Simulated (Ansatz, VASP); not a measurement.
One calculation of La2OF2, two programs

```
La O F
1.0
     3.64753    0.00000    0.00000
    -1.82377    3.15886    0.00000
     0.00000    0.00000   17.11981
La O F
4 2 4
Direct
  0.00000 0.00000 0.65895
  0.00000 0.00000 0.34105
  0.00000 0.00000 0.15895
  0.00000 0.00000 0.84105
  0.66667 0.33333 0.75000
  0.33333 0.66667 0.25000
  0.66667 0.33333 0.08146
  0.33333 0.66667 0.91854
  0.33333 0.66667 0.58146
  0.66667 0.33333 0.41854
```

Change from the starting cell: species swapped into the Y2Co2I type (P6_3/mmc, No. 194).

Alike in both runs: functional PBE; k mesh 12 × 12 × 4; occupations gaussian, width 0.1 eV; no spin polarisation.

Ansatz relaxed the structure, and its values are those at the end. VASP's run is a single point on that final structure, the one shown.

|  | VASP | Ansatz |
| --- | --- | --- |
| version | VASP 6.6.1 | Ansatz 0.2.0 |
| potentials or method | VASP PAW PBE potentials, release 64 (La, O, F), cutoff 520 eV | scalar-relativistic, plane waves, PAW |
| valence electrons in the cell | 84 | 84 |

VASP gave:

* gap on the k mesh at the Fermi level (eV): none
* pressure (GPa): -0.2

Which values does Ansatz return?

gap on the k mesh at the Fermi level (eV): none; pressure (GPa): 0.0.

A gap of «none» marks a metal or a gap that the smearing closes.

Neither program's run includes spin-orbit coupling.
